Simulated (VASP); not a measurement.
Write the native input for VASP 6.6.1 that does the following.

| Quantity | Value |
| --- | --- |
| Task | single point |
| Functional | PBE |
| Potentials or basis | VASP PAW PBE potentials, release 64 (Mg, O) |
| Cutoff | 520 eV |
| k mesh | 9 × 9 × 6 |
| Occupations | gaussian, width 0.05 eV |
| Spin | no spin polarisation |
| Dipole correction | no |
| Further INCAR settings | ALGO = Normal; EDIFF = 1e-07; NBANDS = 16 |

The structure of MgO lies in POSCAR:

```
MgO
1.0
    3.6270000000      0.0000000000      0.0000000000
   -1.8135000000      3.1410741395      0.0000000000
    0.0000000000      0.0000000000      4.4514000000
Mg O
2 2
Direct
    0.6666666667      0.3333333333      0.7500000000
    0.3333333333      0.6666666667      0.2500000000
    0.6666666667      0.3333333333      0.2500000000
    0.3333333333      0.6666666667      0.7500000000
```

One way to write it, as run:

INCAR

```
SYSTEM = MgO
PREC     = Accurate       ! precision mode
ENCUT    = 520            ! plane-wave cutoff, eV
EDIFF    = 1E-7           ! SCF threshold, eV
ISMEAR   = 0              ! smearing method
SIGMA    = 0.05           ! smearing width, eV
LREAL    = .FALSE.        ! projectors in reciprocal space
LASPH    = .TRUE.         ! aspherical terms in the spheres
NELM     = 80             ! most SCF steps
ALGO     = Normal         ! electronic algorithm
ISIF     = 2              ! what is computed and relaxed
LWAVE    = .FALSE.        ! write WAVECAR
LCHARG   = .FALSE.        ! write CHGCAR
GGA      = PE             ! functional
NBANDS   = 16             ! bands
```

KPOINTS

```
regular mesh
0
G
  9 9 6
  0 0 0
```

Potentials or basis: VASP PAW PBE potentials, release 64 (Mg, O).

Run with:

```sh
$ cat potpaw_PBE.64/Mg/POTCAR potpaw_PBE.64/O/POTCAR > POTCAR
$ mpirun -np 1 vasp_std > vasp.out
```

Results of the run:

* Pressure: -11.3 GPa
* Band gap on the k mesh: 2.69 eV

Caveat: the cell stands under tension.

Run time: 60 s on 1 thread of AMD EPYC 7R43 64-Core Processor (Zen 3), on a shared host, peak memory 0.15 GiB.
